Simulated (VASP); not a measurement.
# GaN: single point with PBE

The system is GaN.

```
CELL_PARAMETERS angstrom
3.21837 0.00000 0.00000
-1.60919 2.78719 0.00000
0.00000 0.00000 5.24317
ATOMIC_POSITIONS crystal
Ga 0.66667 0.33333 0.49913
Ga 0.33333 0.66667 0.99913
N 0.66667 0.33333 0.87587
N 0.33333 0.66667 0.37587
```

```yaml
Program: VASP 6.6.1
Task: single point
Functional: PBE
Potentials_or_basis: VASP PAW PBE potentials, release 64 (Ga_d, N)
Cutoff: 520 eV
k_mesh: 12 × 12 × 6
Occupations: gaussian, width 0.02 eV
Spin: no spin polarisation
```

- Pressure: 0.1 GPa
- Band gap on the k mesh: 1.72 eV, direct

Levels at points of the mesh, in eV from the valence-band top:
| k point | band 15 | band 16 | band 17 | band 18 | band 19 | band 20 | band 21 | band 22 |
| --- | --- | --- | --- | --- | --- | --- | --- | --- |
| (0.00, 0.00, 0.00) | -1.00 | -0.04 | 0.00 | 0.00 | 1.72 | 4.07 | 9.02 | 9.73 |
| (0.50, 0.00, 0.00) | -4.07 | -2.64 | -2.11 | -0.96 | 4.98 | 5.37 | 5.98 | 8.35 |
| (0.00, 0.00, 0.50) | -0.51 | -0.51 | -0.51 | -0.51 | 4.06 | 4.06 | 8.31 | 8.31 |
| (0.50, 0.00, 0.50) | -1.87 | -1.87 | -1.83 | -1.83 | 4.31 | 4.31 | 7.58 | 7.58 |

Wall time 50 s on 1 thread of Intel(R) Xeon(R) Platinum 8488C (Sapphire Rapids), on a shared host, peak memory 0.21 GiB.

PBE gaps usually lie below the measured ones, often by a third to a half.
